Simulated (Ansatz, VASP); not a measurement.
**Two plane-wave programs on Te2Mo**

```
Te Mo
1.0
     3.64405    0.00000    0.00000
    -1.82202    3.15584    0.00000
     0.00000    0.00000   33.27021
Te Mo
2 1
Direct
  0.33333 0.66667 0.44689
  0.33333 0.66667 0.55311
  0.66667 0.33333 0.50000
```

Change from the starting cell: biaxial strain +0.040, atoms relaxed.

Alike in both runs: functional PBE; dispersion D3(BJ); k mesh 12 × 12 × 1; occupations gaussian, width 0.02 eV; no spin polarisation.

Ansatz relaxed the structure, and its values are those at the end. VASP's run is a single point on that final structure, the one shown.

|  | VASP | Ansatz |
| --- | --- | --- |
| version | VASP 6.6.1 | Ansatz 0.2.0 |
| potentials or method | VASP PAW PBE potentials, release 64 (Te, Mo_sv), cutoff 520 eV | scalar-relativistic, plane waves, PAW |
| valence electrons in the cell | 26 | 46 |

|  | VASP | Ansatz | Ansatz less VASP |
| --- | --- | --- | --- |
| gap on the k mesh at the Fermi level (eV) | 0.88 | 0.89 | +0.001 |
| least direct gap on the mesh (eV) | 0.88 | 0.89 | +0.001 |
| rms of the force components (eV/Å) | 0.006 | 0.001 | -0.0046 |

VASP's potentials hold 26 valence electrons a cell and Ansatz's 46, so a difference there can come from the potentials and not from the codes. Ansatz's warnings: stress scf threshold loose.

Spin-orbit coupling is off throughout.
